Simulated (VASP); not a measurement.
ZnS:

```xyz
2
Lattice="0.0000 2.6941 2.6941 2.5594 0.0000 2.6941 2.5594 2.6941 0.0000" Properties=species:S:1:pos:R:3 pbc="T T T"
Zn    0.0000    0.0000    0.0000
S     1.2797    1.3470    1.3470
```

This cell differs from its parent crystal: uniaxial x strain -5.0%.

Base run:

| Item | Value |
| --- | --- |
| Program | VASP 6.6.1 |
| Functional | r2SCAN |
| Potentials or basis | VASP PAW PBE potentials, release 64 (Zn, S) |
| Cutoff | 520 eV |
| k mesh | 8 × 8 × 8 |
| Occupations | gaussian, width 0.01 eV |
| Spin | no spin polarisation |

Its results: band gap on the k mesh 2.84 eV; pressure 4.5 GPa.

Question: The run is repeated on the same cell with these changes: functional from r2SCAN to PBE; occupations from gaussian, width 0.01 eV to fermi-dirac, width 0.02 eV. What comes out?

Answer: Band gap on the k mesh 2.26 eV; pressure 6.9 GPa.

Caveats: the cell stands under pressure; the PAW data sets were made with another functional, which shifts forces and pressure a little (at least some runs).

A k mesh can miss the band edges.
